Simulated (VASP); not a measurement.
# Cd2HgO3 (C2/m) in VASP: single point with PBE

Aim: the single point of Cd2HgO3 with PBE.

Everything below comes from runs of VASP 6.6.1. Logs are shortened: lines on timing, memory, paths and dates and some standing lists are left out, and cuts for length are marked.

### 1 The cell of the first run

The typed cell holds 6 atoms: a = 3.484 Å, b = 3.484 Å, c = 9.227 Å, α = 100.93°, β = 100.93°, γ = 60.00°.

### 2 Single point, PBE

File INCAR:

```
SYSTEM = Cd2HgO3
PREC = Accurate
ENCUT = 520
EDIFF = 1E-7
ISMEAR = -1
SIGMA = 0.15
LREAL = .False.
LASPH = .True.
NELM = 60
ALGO = Normal
ISIF = 2
LWAVE = .False.
LCHARG = .True.
GGA = PE
LELF = .True.
LVHAR = .True.
NBANDS = 36
```

File KPOINTS:

```
regular mesh
0
Gamma
  12 12 4
  0 0 0
```

File POSCAR:

```
Cd2HgO3
1.0
    3.0171531101     -1.7418926842      0.0333449792
    3.0171531101      1.7418926842      0.0333449792
   -2.1189845408      0.0000000000      8.9803279496
Cd Hg O
2 1 3
Direct
    0.7164002765      0.7164002765      0.1487090421
    0.2835997235      0.2835997235      0.8512909579
    0.5000000000      0.5000000000      0.5000000000
    0.4264142136      0.4264142136      0.2782546115
    0.0000000000      0.0000000000      0.0000000000
    0.5735857864      0.5735857864      0.7217453885
```

Potentials or basis: VASP PAW PBE potentials, release 64 (Cd, Hg, O).

Run with:

```console
$ cat potpaw_PBE.64/Cd/POTCAR potpaw_PBE.64/Hg/POTCAR potpaw_PBE.64/O/POTCAR > POTCAR
$ mpirun -np 1 vasp_std > vasp.out
```

OUTCAR:

```text
SYSTEM = Cd2HgO3
   PREC = Accurate
   ENCUT = 520
   EDIFF = 1E-7
   ISMEAR = -1
   LREAL = .False.
   LASPH = .True.
   NELM = 60
   ISIF = 2
   GGA = PE

 ion  position               nearest neighbor table
   1  0.716  0.716  0.149-   4 2.33   4 2.33   4 2.33   5 2.42   5 2.42   5 2.42   2 3.35   2 3.35
                             2 3.35   3 3.75   3 3.75   3 3.75
   2  0.284  0.284  0.851-   6 2.33   6 2.33   6 2.33   5 2.42   5 2.42   5 2.42   1 3.35   1 3.35
                             1 3.35   3 3.75   3 3.75   3 3.75
   3  0.500  0.500  0.500-   4 2.00   6 2.00   2 3.75   2 3.75   1 3.75   1 3.75   1 3.75   2 3.75

   4  0.426  0.426  0.278-   3 2.00   1 2.33   1 2.33   1 2.33
   5  0.000  0.000  0.000-   1 2.42   1 2.42   2 2.42   2 2.42   1 2.42   2 2.42
   6  0.574  0.574  0.722-   3 2.00   2 2.33   2 2.33   2 2.33

  LATTYP: Found a base centered monoclinic cell.
 ALAT       =     6.0346747311
 B/A-ratio  =     0.5772946387
 C/A-ratio  =     1.5289868054
 COS(beta)  =    -0.2188821891

  Lattice vectors:

 A1 = (   3.0171531101,  -1.7418926842,   0.0333449792)
 A2 = (   3.0171531101,   1.7418926842,   0.0333449792)
 A3 = (  -2.1189845408,   0.0000000000,   8.9803279496)

Analysis of symmetry for initial positions (statically):
=====================================================================
 Subroutine PRICEL returns:
 Original cell was already a primitive cell.

 Routine SETGRP: Setting up the symmetry group for a
 base centered monoclinic supercell.

 Subroutine GETGRP returns: Found  4 space group operations
 (whereof  4 operations were pure point group operations)
 out of a pool of  4 trial point group operations.

The static configuration has the point symmetry C_2h.

Analysis of symmetry for dynamics (positions and initial velocities):
=====================================================================
 Subroutine PRICEL returns:
 Original cell was already a primitive cell.

 Routine SETGRP: Setting up the symmetry group for a
 base centered monoclinic supercell.

 Subroutine GETGRP returns: Found  4 space group operations
 (whereof  4 operations were pure point group operations)
 out of a pool of  4 trial point group operations.

The dynamic configuration has the point symmetry C_2h.

 Subroutine INISYM returns: Found  4 space group operations
 (whereof  4 operations are pure point group operations),
 and found     1 'primitive' translations

----------------------------------------------------------------------------------------

                                     Primitive cell

  volume of cell :      94.6394

  direct lattice vectors                    reciprocal lattice vectors
     3.017153110 -1.741892684  0.033344979     0.165288101 -0.287044090  0.039001129
     3.017153110  1.741892684  0.033344979     0.165288101  0.287044090  0.039001129
    -2.118984541  0.000000000  8.980327950    -0.001227467  0.000000000  0.111064877

  length of vectors
     3.484037155  3.484037155  9.226938039     0.333519945  0.333519945  0.111071659

  position of ions in fractional coordinates (direct lattice)
     0.716400277  0.716400277  0.148709042
     0.283599723  0.283599723  0.851290958
     0.500000000  0.500000000  0.500000000
     0.426414214  0.426414214  0.278254612
     0.000000000  0.000000000  0.000000000
     0.573585786  0.573585786  0.721745388

  ion indices of the primitive-cell ions
   primitive index   ion index
                 1           1
                 2           2
                 3           3
                 4           4
                 5           5
                 6           6

----------------------------------------------------------------------------------------

 KPOINTS: regular mesh

Automatic generation of k-mesh.
 Grid dimensions read from file:
 generate k-points for:   12   12    4

 Generating k-lattice:

  Cartesian coordinates                     Fractional coordinates (reciprocal lattice)
     0.013774008 -0.023920341  0.003250094     0.083333333  0.000000000  0.000000000
     0.013774008  0.023920341  0.003250094     0.000000000  0.083333333  0.000000000
    -0.000306867  0.000000000  0.027766219     0.000000000  0.000000000  0.250000000

  Length of vectors
     0.027793329  0.027793329  0.027767915

  Shift w.r.t. Gamma in fractional coordinates (k-lattice)
     0.000000000  0.000000000  0.000000000

 Subroutine IBZKPT returns following result:
 ===========================================

 Found    164 irreducible k-points:

 Following reciprocal coordinates:
            Coordinates               Weight
  0.000000  0.000000  0.000000      1.000000
  0.083333  0.000000 -0.000000      4.000000
  0.166667  0.000000 -0.000000      4.000000
  0.250000  0.000000 -0.000000      4.000000
  0.333333  0.000000 -0.000000      4.000000
  0.416667  0.000000 -0.000000      4.000000
[... 16 lines left out ...]
  0.500000  0.166667 -0.000000      4.000000
 -0.416667  0.166667  0.000000      4.000000
 [... further k-points ...]
   k-points           NKPTS =    164   k-points in BZ     NKDIM =    164   number of bands    NBANDS=     36
   number of dos      NEDOS =    301   number of ions     NIONS =      6
   total plane-waves  NPLWV =  54880
   dimension x,y,z NGX =    28 NGY =   28 NGZ =   70
   dimension x,y,z NGXF=    56 NGYF=   56 NGZF=  140
   ions per type =               2   1   3
   NGX,Y,Z   is equivalent  to a cutoff of  13.36, 13.36, 12.61 a.u.
   NGXF,Y,Z  is equivalent  to a cutoff of  26.72, 26.72, 25.22 a.u.
 SYSTEM =  Cd2HgO3
   PREC   = accura    normal or accurate (medium, high low for compatibility)
   ISTART =      0    job   : 0-new  1-cont  2-samecut
   ICHARG =      2    charge: 1-file 2-atom 10-const
   ISPIN  =      1    spin polarized calculation?
   LNONCOLLINEAR =      F non collinear calculations
   LSORBIT =      F    spin-orbit coupling
   LASPH  =      T    aspherical Exc in radial PAW
   ENCUT  =  520.0 eV  38.22 Ry    6.18 a.u.   6.48  6.48 17.16*2*pi/ulx,y,z
   NELM   =     60;   NELMIN=  2; NELMDL= -5     # of ELM steps
   EDIFF  = 0.1E-06   stopping-criterion for ELM
   LREAL  =      F    real-space projection
   EDIFFG = 0.1E-05   stopping-criterion for IOM
   NSW    =      0    number of steps for IOM
   IBRION =     -1    ionic relax: 0-MD 1-quasi-New 2-CG
   NFREE  =      0    steps in history (QN), initial steepest desc. (CG)
   ISIF   =      2    stress and relaxation
   ISYM   =      2    0-nonsym 1-usesym 2-fastsym
   POTIM  = 0.5000    time-step for ionic-motion
   TEBEG  =    0.0;   TEEND  =   0.0 temperature during run
   PSTRESS=    0.0 pullay stress
   NELECT =      54.0000    total number of electrons
   NUPDOWN=      -1.0000    fix difference up-down
   EMIN   =  10.00;   EMAX   =-10.00  energy-range for DOS
   EFERMI =   0.00;   METHOD = LEGACY
   ISMEAR =    -1;   SIGMA  =   0.15  broadening in eV -4-tet -1-fermi 0-gaus
   EFERMI_NEDOS =   21; number of points for ismear=-14 and -15
   IALGO  =     38    algorithm
   IMIX   =      4    mixing-type and parameters
     AMIX     =   0.40;   BMIX     =  1.00
     AMIX_MAG =   1.60;   BMIX_MAG =  1.00
  volume/ion in A,a.u.               =      15.77       106.44
  Fermi-wavevector in a.u.,A,eV,Ry     =   1.357840  2.565946 25.085480  1.843731
  Thomas-Fermi vector in A             =   2.484725
   LORBIT       =      0    0 simple, 1 ext, 2 COOP (PROOUT), +10 PAW based schemes
   GGA     = PE    functional components
   LHFCALC =     F    Hartree Fock is set to
   AEXX    =    0.0000 exact exchange contribution
   IVDW    =     0    specifies the selected vdW correction
   LEPSILON=     F    determine dielectric tensor
   LRPA    =     F    only Hartree local field effects (RPA)
 non-spin polarized calculation
  energy-cutoff  :      520.00
  volume of cell :       94.64
 maximum number of plane-waves:      2583
 NGX is ok and might be reduce to    28
   NGX = 13   NGY = 13   NGZ = 35

 number of electron      54.0000002 magnetization

 Free energy of the ion-electron system (eV)
  ---------------------------------------------------
  ext. energy  EPLUGINS =         0.00000000
  ---------------------------------------------------
  free energy    TOTEN  =       -21.26654833 eV

  energy without entropy =      -21.24354444  energy(sigma->0) =      -21.25504639

 E-fermi :   1.5556     XC(G=0): -10.5657

 val. band max:        1.5399533106   @ k =   0.0833   0.0833  -0.0000
 cond. band min:       1.5762035030   @ k =  -0.0000  -0.0000   0.2500
 fundamental gap:      0.0362501924
 Fermi energy:         1.5555582065

 k-point     1 :       0.0000    0.0000    0.0000
  band No.  band energies     occupation
      1     -16.5132      2.00000
      2     -15.9812      2.00000
      3     -15.1947      2.00000
      4      -6.5869      2.00000
      5      -5.8842      2.00000
      6      -5.7822      2.00000
[... 28 lines left out ...]
     35      14.0493      0.00000
     36      14.0764      0.00000

 k-point     2 :       0.0833    0.0000   -0.0000
  band No.  band energies     occupation
      1     -16.4954      2.00000
      2     -15.9689      2.00000
      3     -15.1852      2.00000
      4      -6.5952      2.00000
      5      -5.8485      2.00000
      6      -5.7738      2.00000
[... 28 lines left out ...]
     35      13.0251      0.00000
     36      13.6300      0.00000

 k-point     3 :       0.1667    0.0000   -0.0000
  band No.  band energies     occupation
      1     -16.4479      2.00000
      2     -15.9346      2.00000
      3     -15.1581      2.00000
      4      -6.6053      2.00000
      5      -5.8331      2.00000
      6      -5.7463      2.00000
[... 28 lines left out ...]
     35      12.5821      0.00000
     36      12.7087      0.00000
[... 742 lines left out ...]
 k-point    23 :       0.5000    0.1667   -0.0000
  band No.  band energies     occupation
      1     -16.2747      2.00000
      2     -15.7890      2.00000
      3     -15.0152      2.00000
      4      -6.5594      2.00000
      5      -6.0544      2.00000
      6      -5.8264      2.00000
[... 28 lines left out ...]
     35      10.6846      0.00000
     36      11.3780      0.00000

 k-point    24 :      -0.4167    0.1667    0.0000
  band No.  band energies     occupation
      1     -16.2631      2.00000
      2     -15.7776      2.00000
      3     -15.0013      2.00000
      4      -6.5577      2.00000
      5      -6.0744      2.00000
      6      -5.8574      2.00000
[... 28 lines left out ...]
     35      10.9794      0.00000
     36      11.2137      0.00000

 [... further k-points ...]
[... 5 lines left out ...]
  --------------------------------------------------------------------------------------
  -------------------------------------------------------------------------------------
  Total        0.4259939      0.4271288      1.6221421      0.0000000      0.0000000     -0.0125715
  in kB        7.2117719      7.2309842     27.4617035      0.0000000      0.0000000     -0.2128257
  external PRESSURE =      13.9681532 kB  Pullay stress =       0.0000000 kB

 VOLUME and BASIS-vectors are now :
 -----------------------------------------------------------------------------
  energy-cutoff  :      520.00
  volume of cell :       94.64
      direct lattice vectors                 reciprocal lattice vectors
     3.017153110 -1.741892684  0.033344979     0.165288101 -0.287044090  0.039001129
     3.017153110  1.741892684  0.033344979     0.165288101  0.287044090  0.039001129
    -2.118984541  0.000000000  8.980327950    -0.001227467  0.000000000  0.111064877

 POSITION                                       TOTAL-FORCE (eV/Angst)
 -----------------------------------------------------------------------------------
      4.00787      0.00000      1.38323        -0.000105      0.000000     -0.007595
     -0.09254      0.00000      7.66379         0.000105      0.000000      0.007595
      1.95766      0.00000      4.52351         0.000000     -0.000000     -0.000000
      1.98350      0.00000      2.52726         0.003342      0.000000     -0.258660
      0.00000      0.00000      0.00000         0.000000      0.000000     -0.000000
      1.93182      0.00000      6.51976        -0.003342      0.000000      0.258660
 -----------------------------------------------------------------------------------
    total drift:                                0.000000      0.000000     -0.000000

  FREE ENERGIE OF THE ION-ELECTRON SYSTEM (eV)
  ---------------------------------------------------
  free  energy   TOTEN  =       -21.2665483301 eV

  energy  without entropy=      -21.2435444424  energy(sigma->0) =      -21.25504639
```

Wall time 12 min (1 thread of Intel Xeon Platinum 8488C (Sapphire Rapids), shared host); peak memory 0.59 GiB.

Results:

| Property | Result |
| --- | --- |
| Free energy | -21.2665 eV |
| Pressure | 1.4 GPa |
| Largest force | 0.259 eV/Å |
| Band gap on the k mesh | zero (bands 27 and 28 overlap by 0.11 eV) |

Forces on the atoms (eV/Å):
```
Cd   0.000  0.000 -0.008
Cd   0.000  0.000  0.008
Hg   0.000  0.000  0.000
O    0.003  0.000 -0.259
O    0.000  0.000  0.000
O   -0.003  0.000  0.259
```

Stress tensor (GPa, compression positive):
```
 0.72  0.00 -0.02
 0.00  0.72  0.00
-0.02  0.00  2.75
```

Levels at points of the mesh, in eV from the Fermi level:
```tsv
k point	band 24	band 25	band 26	band 27	band 28	band 29	band 30	band 31
(0.00, 0.00, 0.00)	-0.93	-0.93	-0.66	-0.66	-0.57	3.02	3.25	5.63
(0.50, 0.00, 0.00)	-2.23	-1.92	-1.16	-0.46	1.48	3.37	4.45	5.64
(0.50, 0.50, 0.00)	-2.61	-1.30	-1.09	-0.72	1.63	2.94	4.49	5.65
(0.00, 0.00, 0.50)	-1.41	-1.41	-0.47	-0.47	0.76	1.54	4.14	5.13
(0.50, 0.00, 0.50)	-2.61	-1.30	-1.09	-0.72	1.63	2.94	4.49	5.65
(0.50, 0.50, 0.50)	-2.23	-1.92	-1.16	-0.46	1.48	3.37	4.45	5.64
```

Caveat: semilocal functionals underestimate gaps, so a narrow gap can read as zero; spin-orbit coupling is left out, which moves the levels of the heavy elements.
